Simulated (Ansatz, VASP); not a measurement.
## One calculation of CsSnBr3, two programs

File INCAR:

```
SYSTEM = CsSnBr3
ALGO     = Normal         ! electronic algorithm
EDIFF    = 1E-6           ! SCF threshold, eV
ENCUT    = 500            ! plane-wave cutoff, eV
GGA      = PS             ! functional
GGA_COMPAT= .FALSE.      
ISIF     = 2              ! what is computed and relaxed
ISMEAR   = 0              ! smearing method
LASPH    = .TRUE.         ! aspherical terms in the spheres
LCHARG   = .FALSE.        ! write CHGCAR
LREAL    = .FALSE.        ! projectors in reciprocal space
LWAVE    = .FALSE.        ! write WAVECAR
NBANDS   = 30             ! bands
NELM     = 120            ! most SCF steps
PREC     = Accurate       ! precision mode
SIGMA    = 0.05           ! smearing width, eV
```

KPOINTS

```
k-points
0
G
  4 4 4
  0 0 0
```

File POSCAR:

```
CsSnBr3
1.0
    5.9200000000      0.0000000000      0.0000000000
    0.0000000000      5.9200000000      0.0000000000
    0.0000000000      0.0000000000      5.9200000000
Cs Sn Br
1 1 3
Direct
    0.0000000000      0.0000000000      0.0000000000
    0.5000000000      0.5000000000      0.5000000000
    0.5000000000      0.5000000000      0.0000000000
    0.5000000000      0.0000000000      0.5000000000
    0.0000000000      0.5000000000      0.5000000000
```

Input for Ansatz:

```yaml
crystal:
  lattice:
    - [5.92, 0.0, 0.0]
    - [0.0, 5.92, 0.0]
    - [0.0, 0.0, 5.92]
  atoms:
    - { symbol: Cs, position: [0.0, 0.0, 0.0] }
    - { symbol: Sn, position: [0.5, 0.5, 0.5] }
    - { symbol: Br, position: [0.5, 0.5, 0.0] }
    - { symbol: Br, position: [0.5, 0.0, 0.5] }
    - { symbol: Br, position: [0.0, 0.5, 0.5] }
basis:
  ecutwfc: 420
kpoints:
  mp_grid: { grid: [4, 4, 4] }
hamiltonian:
  xc: pbesol
scf:
  occupations: { method: gaussian, width: 0.05 }
output:
  forces: true
  stress: true
  eigenvalues: true
```

Alike in both runs: task single point; functional PBEsol; k mesh 4 × 4 × 4; occupations gaussian, width 0.05 eV; no spin polarisation.

|  | VASP | Ansatz |
| --- | --- | --- |
| version | VASP 6.6.1 | Ansatz 0.2.0 |
| potentials or method | VASP PAW PBE potentials, release 64 (Cs_sv, Sn_d, Br), cutoff 500 eV | scalar-relativistic, plane waves, PAW |
| valence electrons in the cell | 44 | 44 |

|  | VASP | Ansatz | Ansatz less VASP |
| --- | --- | --- | --- |
| gap on the k mesh at the Fermi level (eV) | 0.62 | 0.62 | +0.004 |
| least direct gap on the mesh (eV) | 0.62 | 0.62 | +0.004 |
| pressure (GPa) | -1.3 | -1.3 | 0.00 |

VASP's potentials were made for PBE, not for PBEsol. The functional is the same, so the differences come from potentials, cutoffs and numerics.

Spin-orbit coupling is off throughout.
